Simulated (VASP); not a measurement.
Here is a VASP 6.6.1 calculation.

Contents of INCAR:

```
SYSTEM = PrPb5
PREC     = Accurate       ! precision mode
ENCUT    = 500            ! plane-wave cutoff, eV
EDIFF    = 1E-6           ! SCF threshold, eV
ISMEAR   = 0              ! smearing method
SIGMA    = 0.1            ! smearing width, eV
LREAL    = .FALSE.        ! projectors in reciprocal space
LASPH    = .TRUE.         ! aspherical terms in the spheres
NELM     = 200            ! most SCF steps
ALGO     = Normal         ! electronic algorithm
ISIF     = 2              ! what is computed and relaxed
LWAVE    = .FALSE.        ! write WAVECAR
LCHARG   = .FALSE.        ! write CHGCAR
GGA      = PE             ! functional
NBANDS   = 50             ! bands
GGA_COMPAT= .FALSE.      
LMAXMIX  = 6              ! l up to which the mixer works
```

KPOINTS

```
regular mesh
0
G
  6 6 6
  0 0 0
```

The input POSCAR:

```
PrPb5
1.0
    3.3203478710      1.9170037372      6.0234569827
   -3.3203478710      1.9170037372      6.0234569827
    0.0000000000     -3.8340074743      6.0234569827
Pr Pb
1 5
Direct
    0.5000000000      0.5000000000      0.5000000000
    0.0000000000      0.0000000000      0.5000000000
    0.5000000000      0.0000000000      0.0000000000
    0.0000000000      0.5000000000      0.0000000000
    0.3168141698      0.3168141698      0.3168141698
    0.6831858302      0.6831858302      0.6831858302
```

Potentials or basis: VASP PAW PBE potentials, release 64 (Pr_3, Pb_d), 4f in core.

The run is started by

```console
$ cat potpaw_PBE.64/Pr_3/POTCAR potpaw_PBE.64/Pb_d/POTCAR > POTCAR
$ mpirun -np 1 vasp_std > vasp.out
```

Estimate the band gap on the k mesh.

zero (an odd number of electrons rules out a gap without spin polarisation).

Estimate the pressure.

0.0 GPa.

What does it give for the largest force?

0.003 eV/Å.

Forces in eV/Å, atoms in the order of the input:
```
Pr   0.000  0.000  0.000
Pb   0.000  0.000  0.000
Pb   0.000  0.000  0.000
Pb   0.000  0.000  0.000
Pb   0.000  0.000  0.003
Pb   0.000  0.000 -0.003
```

Caveat: spin-orbit coupling is left out, which moves the levels of the heavy elements; the 4f electrons are frozen in the core, so they carry no moment and show no levels. Spin polarisation is off, so any magnetic state and its effect on volume and gap are missing.
